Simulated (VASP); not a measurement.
Write the native input for VASP 6.6.1 that does the following.

- Task: single point
- Functional: PBEsol
- Potentials or basis: VASP PAW PBE potentials, release 64 (Pd)
- Cutoff: 520 eV
- k mesh: 18 × 18 × 18
- Occupations: fermi-dirac, width 0.05 eV
- Spin: no spin polarisation
- Dipole correction: no
- Further INCAR settings: ALGO = Normal; EDIFF = 1e-07; NBANDS = 11

The structure of Pd lies in POSCAR:

```
Pd
1.0
    0.0000000000      1.9051970228      1.9051970228
    1.9051970228      0.0000000000      1.9051970228
    1.9051970228      1.9051970228      0.0000000000
Pd
1
Direct
    0.0000000000      0.0000000000      0.0000000000
```

This cell differs from its parent crystal: volume scaled by 0.94.

The input as run:

INCAR

```
  PREC = Accurate
  ENCUT = 520
  EDIFF = 1E-7
  ISMEAR = -1
  SIGMA = 0.05
  LREAL = F
  LASPH = T
  NELM = 60
  ALGO = Normal
  ISIF = 2
  LWAVE = F
  LCHARG = T
  GGA = PS
  LELF = T
  LVHAR = T
  NBANDS = 11
```

KPOINTS

```
regular mesh
0
Gamma
  18 18 18
```

Potentials or basis: VASP PAW PBE potentials, release 64 (Pd).

Run with:

```sh
$ cat potpaw_PBE.64/Pd/POTCAR > POTCAR
$ mpirun -np 1 vasp_std > vasp.out
```

Results of the run:

- Pressure: 11.5 GPa
- Band gap on the k mesh: zero (band 5 reaches 11.09 eV, above the bottom of band 6 at 9.32 eV)

Caveat: the PAW data sets were made with another functional, which shifts forces and pressure a little.

Run time: 10 s on 1 thread of Intel(R) Xeon(R) 6975P-C (Granite Rapids), with other jobs on the host, peak memory 0.14 GiB.
